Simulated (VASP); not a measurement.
Crystal: Ca3Bi.

```
CELL_PARAMETERS angstrom
4.83161 0.00000 0.00000
0.00000 4.83161 0.00000
0.00000 0.00000 4.83161
ATOMIC_POSITIONS crystal
Ca 0.00000 0.50000 0.50000
Ca 0.50000 0.00000 0.50000
Ca 0.50000 0.50000 0.00000
Bi 0.00000 0.00000 0.00000
```

```yaml
Program: VASP 6.6.1
Task: relaxation of cell and atoms
Functional: PBE
Potentials_or_basis: VASP PAW PBE potentials, release 64 (Ca_sv, Bi_d)
Cutoff: 600 eV
k_mesh: 4 × 4 × 4
Occupations: gaussian, width 0.1 eV
Spin: no spin polarisation
```

At the start: pressure 6.1 GPa; volume 28.20 Å³/atom.

Task: How do energy, volume and symmetry change on relaxing?

Result: Over 4 steps the energy falls by 87.8 meV/atom and the volume is 33.71 Å³/atom (+19.5 %); space group Pm-3m (No. 221, to 0.1 Å) before and after.

Step by step:
```tsv
step	energy change (eV)	largest force (eV/Å)	pressure (GPa)	volume (Å³)
1	0.0000	0.0000	6.09	112.79
2	-0.3430	0.0000	0.72	131.22
3	-0.3467	0.0000	-0.50	137.50
4	-0.3510	0.0000	0.00	134.82
```

Final structure:
```cif
data_structure
_symmetry_space_group_name_H-M 'P 1'
_symmetry_Int_Tables_number 1
_cell_length_a 5.1277
_cell_length_b 5.1277
_cell_length_c 5.1277
_cell_angle_alpha 90.000
_cell_angle_beta 90.000
_cell_angle_gamma 90.000
_cell_volume 134.82
loop_
_atom_site_label
_atom_site_type_symbol
_atom_site_fract_x
_atom_site_fract_y
_atom_site_fract_z
_atom_site_occupancy
Ca1 Ca 0.00000 0.50000 0.50000 1
Ca2 Ca 0.50000 0.00000 0.50000 1
Ca3 Ca 0.50000 0.50000 0.00000 1
Bi1 Bi 0.00000 0.00000 0.00000 1
```

Caveat: the volume moved by over 15 % at a fixed basis, so the end points are rough.
